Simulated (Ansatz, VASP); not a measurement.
MoRu3W: VASP beside Ansatz

```xyz
5
Lattice="4.5902 0.0000 0.0000 0.0000 4.5902 0.0000 0.0000 0.0000 4.5902" Properties=species:S:1:pos:R:3 pbc="T T T"
Mo    0.0000    0.0000    0.0000
Ru    0.0000    2.2951    2.2951
Ru    2.2951    0.0000    2.2951
Ru    2.2951    2.2951    0.0000
W     2.2951    2.2951    2.2951
```

Change from the starting cell: species swapped into the Ca3GeN type (Pm-3m, No. 221).

Alike in both runs: functional PBE; k mesh 4 × 4 × 4; occupations gaussian, width 0.1 eV; no spin polarisation.

Ansatz relaxed the structure, and its values are those at the end. VASP's run is a single point on that final structure, the one shown.

|  | VASP | Ansatz |
| --- | --- | --- |
| version | VASP 6.6.1 | Ansatz 0.2.0 |
| potentials or method | VASP PAW PBE potentials, release 64 (Mo_sv, Ru_sv, W_sv), cutoff 600 eV | scalar-relativistic, plane waves, PAW |
| valence electrons in the cell | 76 | 76 |

|  | VASP | Ansatz | Ansatz less VASP |
| --- | --- | --- | --- |
| gap on the k mesh at the Fermi level (eV) | none | none | - |
| pressure (GPa) | 1.1 | 0.4 | -0.77 |

A gap of «none» marks a metal or a gap that the smearing closes.

Neither program's run includes spin-orbit coupling.
